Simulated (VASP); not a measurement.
Wanted: the native input for a VASP 6.6.1 run.

```yaml
Task: single point
Functional: PBEsol
Potentials_or_basis: VASP PAW PBE potentials, release 64 (Cs_sv, Sn_d, I)
Cutoff: 520 eV
k_mesh: 6 × 6 × 6
Occupations: gaussian, width 0.03 eV
Spin: no spin polarisation
Dipole_correction: no
Further_INCAR_settings: ALGO = Normal; EDIFF = 1e-07; NBANDS = 30
```

The structure of CsSnI3 lies in POSCAR:

```
CsSnI3
1.0
    5.7092440000      0.0000000000      0.0000000000
    0.0000000000      5.7092440000      0.0000000000
    0.0000000000      0.0000000000      5.7092440000
Cs Sn I
1 1 3
Direct
    0.0000000000      0.0000000000      0.0000000000
    0.5000000000      0.5000000000      0.5000000000
    0.0000000000      0.5000000000      0.5000000000
    0.5000000000      0.0000000000      0.5000000000
    0.5000000000      0.5000000000      0.0000000000
```

This cell differs from its parent crystal: strain -0.080 along x and y, -0.080 along z.

The input as run:

INCAR

```
PREC = Accurate ; ENCUT = 520
EDIFF = 1E-7 ; ISMEAR = 0
SIGMA = 0.03 ; LREAL = F
LASPH = T ; NELM = 100
ALGO = Normal ; ISIF = 2
LWAVE = F ; LCHARG = F
GGA = PS ; NBANDS = 30
```

KPOINTS

```
Automatic mesh
0
Gamma
  6 6 6
```

Potentials or basis: VASP PAW PBE potentials, release 64 (Cs_sv, Sn_d, I).

Command:

```bash
$ cat potpaw_PBE.64/Cs_sv/POTCAR potpaw_PBE.64/Sn_d/POTCAR potpaw_PBE.64/I/POTCAR > POTCAR
$ mpirun -np 1 vasp_std > vasp.out
```

It gave:

```json
{"Pressure": "6.5 GPa", "Band gap on the k mesh": "zero (filled and empty bands touch)"}
```

Caveat: the cell differs from its parent crystal (strain -0.080 along x and y, -0.080 along z); the PAW data sets were made with another functional, which shifts forces and pressure a little; spin-orbit coupling is left out, which moves the levels of the heavy elements.

It took 55 s on 1 thread of AMD EPYC 9R45 96-Core Processor (Zen 5) (shared host), peak memory 0.29 GiB.
